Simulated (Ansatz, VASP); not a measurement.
Ti in VASP and in Ansatz

```
CELL_PARAMETERS angstrom
2.93846 0.00000 0.00000
-1.46923 2.54478 0.00000
0.00000 0.00000 4.65063
ATOMIC_POSITIONS crystal
Ti 0.25742 0.61109 0.25000
Ti 0.74258 0.38891 0.75000
```

Change from the starting cell: mode 4 (129.9 1/cm) frozen in, largest displacement -0.200 Å.

Alike in both runs: task single point; functional PBE; k mesh 24 × 24 × 14; occupations gaussian, width 0.15 eV; no spin polarisation.

```csv
,VASP,Ansatz
version,VASP 6.6.1,Ansatz 0.2.0
potentials or method,"VASP PAW PBE potentials, release 64 (Ti_sv), cutoff 520 eV","scalar-relativistic, plane waves, PAW"
valence electrons in the cell,24,24
```

```csv
,VASP,Ansatz,Ansatz less VASP
gap on the k mesh at the Fermi level (eV),none,none,-
pressure (GPa),-1.0,-0.7,+0.34
"traceless stress, the component that is largest in VASP (GPa)",-3.61,-3.62,-0.018
rms of the force components (eV/Å),0.261,0.259,-0.0021
```

Atom by atom the forces differ by 0.002 eV/Å (rms over components). A gap of «none» marks a metal or a gap that the smearing closes.
